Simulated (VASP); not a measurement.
Write the native input for VASP 6.6.1 that does the following.

```yaml
Task: single point
Functional: PBE
Dispersion: D3(BJ)
Potentials_or_basis: VASP PAW PBE potentials, release 64 (H, C, Cl)
Cutoff: 520 eV
k_mesh: 2 × 2 × 1
Occupations: fermi-dirac, width 0.05 eV
Spin: no spin polarisation
Dipole_correction: no
Further_INCAR_settings: LREAL = Auto; ALGO = Normal; EDIFF = 1e-06; NBANDS = 69
```

The structure of H9C20Cl lies in POSCAR:

```
H9C20Cl
1.0
    5.0487420000      0.0000000000      0.0000000000
    0.0000000000      5.0487420000      0.0000000000
    0.0000000000      0.0000000000     17.1647000000
H C Cl
9 20 1
Direct
    0.4277897346      0.0000000000      0.0582591015
    0.0722160095      0.0000000000      0.0582591015
    0.9277954786      0.0000000000      0.0582591015
    0.5722217535      0.0000000000      0.0582591015
    0.4277897346      0.5000057440      0.0582591015
    0.0722160095      0.5000057440      0.0582591015
    0.9277954786      0.5000057440      0.0582591015
    0.5722217535      0.5000057440      0.0582591015
    0.3945735393      0.9247848276      0.4814532150
    0.2500028720      0.0000000000      0.0952361533
    0.7500086160      0.0000000000      0.0952361533
    0.2500028720      0.5000057440      0.0952361533
    0.7500086160      0.5000057440      0.0952361533
    0.2500028720      0.2500028720      0.1472324014
    0.7500086160      0.2500028720      0.1472324014
    0.2500028720      0.7500086160      0.1472324014
    0.7500086160      0.7500086160      0.1472324014
    0.0000198069      0.2399607665      0.1930590106
    0.4999661302      0.2399805734      0.1930473588
    0.0000198069      0.7400853520      0.1952903342
    0.4999859371      0.7401051589      0.1952786824
    0.0000396138      0.0172122085      0.2588684917
    0.4999661302      0.0172716292      0.2588277104
   -0.0000396138      0.4867945322      0.2561652694
    0.5000255509      0.4868143391      0.2561710953
    0.2500028720      0.1120279071      0.2872698037
    0.7500086160      0.1121665555      0.2871066782
    0.2500226789      0.4052890799      0.2929675439
    0.7499690022      0.4054079214      0.2930665843
    0.3662298450      0.6936381380      0.5139617937
```

The input as run:

INCAR

```
  ALGO = Normal
  EDIFF = 1E-6
  ENCUT = 520
  GGA = PE
  ISIF = 2
  ISMEAR = -1
  IVDW = 12
  LASPH = True
  LCHARG = False
  LREAL = Auto
  LWAVE = False
  NBANDS = 69
  NELM = 60
  PREC = Accurate
  SIGMA = 0.05
```

KPOINTS

```
k-points
0
Gamma
  2 2 1
```

Potentials or basis: VASP PAW PBE potentials, release 64 (H, C, Cl).

Launch:

```bash
$ cat potpaw_PBE.64/H/POTCAR potpaw_PBE.64/C/POTCAR potpaw_PBE.64/Cl/POTCAR > POTCAR
$ mpirun -np 1 vasp_std > vasp.out
```

Results of the run:

- Largest force: 8.971 eV/Å
- Band gap on the k mesh: 0.51 eV
- Dispersion energy per atom: -0.106 eV

Caveat: the k points lie up to 0.62 Å⁻¹ apart.

Run time: 3.7 min on 1 thread of Intel(R) Xeon(R) Platinum 8488C (Sapphire Rapids), with other jobs on the host, peak memory 0.47 GiB.
